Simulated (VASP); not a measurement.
Set up this calculation in VASP 6.6.1, as the native input.

| Property | Result |
| --- | --- |
| Task | single point |
| Functional | r2SCAN |
| Potentials or basis | VASP PAW PBE potentials, release 64 (Pt, S) |
| Cutoff | 550 eV |
| k mesh | 8 × 8 × 4 |
| Occupations | gaussian, width 0.05 eV |
| Spin | no spin polarisation |
| Dipole correction | no |
| Further INCAR settings | ALGO = Normal; EDIFF = 1e-06; NBANDS = 18 |

The system is PtS2.

```
CELL_PARAMETERS angstrom
3.54791 0.00000 0.00000
-1.77395 3.07258 0.00000
0.00000 0.00000 5.70737
ATOMIC_POSITIONS crystal
Pt 0.00000 0.00000 0.00000
S 0.33333 0.66667 0.21630
S 0.66667 0.33333 0.78370
```

These files were run (other wordings do the same):

POSCAR

```
PtS2
1.0
    3.5479077435      0.0000000000      0.0000000000
   -1.7739538717      3.0725782362      0.0000000000
    0.0000000000      0.0000000000      5.7073718593
Pt S
1 2
Direct
    0.0000000000      0.0000000000      0.0000000000
    0.3333333333      0.6666666667      0.2163044326
    0.6666666667      0.3333333333      0.7836955674
```

INCAR.step1

```
  ALGO = Normal
  EDIFF = 1E-5
  ENCUT = 550
  GGA = PE
  GGA_COMPAT = F
  ISMEAR = 0
  LASPH = T
  LCHARG = F
  LREAL = F
  LWAVE = T
  NBANDS = 18
  NELM = 120
  PREC = Accurate
  SIGMA = 0.05
```

INCAR.step2

```
  ALGO = Normal
  EDIFF = 1E-6
  ENCUT = 550
  GGA_COMPAT = F
  ISIF = 2
  ISMEAR = 0
  ISTART = 1
  LASPH = T
  LCHARG = F
  LMIXTAU = T
  LREAL = F
  LWAVE = F
  METAGGA = R2SCAN
  NBANDS = 18
  NELM = 120
  PREC = Accurate
  SIGMA = 0.05
```

KPOINTS

```
k-points
0
Gamma
  8 8 4
```

Potentials or basis: VASP PAW PBE potentials, release 64 (Pt, S).

Command:

```sh
$ cat potpaw_PBE.64/Pt/POTCAR potpaw_PBE.64/S/POTCAR > POTCAR
$ cp INCAR.step1 INCAR
$ mpirun -np 1 vasp_std > vasp.out
$ cp INCAR.step2 INCAR
$ mpirun -np 1 vasp_std > vasp.out
```

It gave:

| Property | Result |
| --- | --- |
| Pressure | -0.2 GPa |
| Largest force | 0.006 eV/Å |
| Band gap on the k mesh | 1.42 eV (least direct gap 1.45 eV) |

Caveat: the PAW data sets were made with another functional, which shifts forces and pressure a little; spin-orbit coupling is left out, which moves the levels of the heavy elements.

It took 66 s on 1 thread of Intel(R) Xeon(R) 6975P-C (Granite Rapids), on a shared host, peak memory 0.21 GiB.
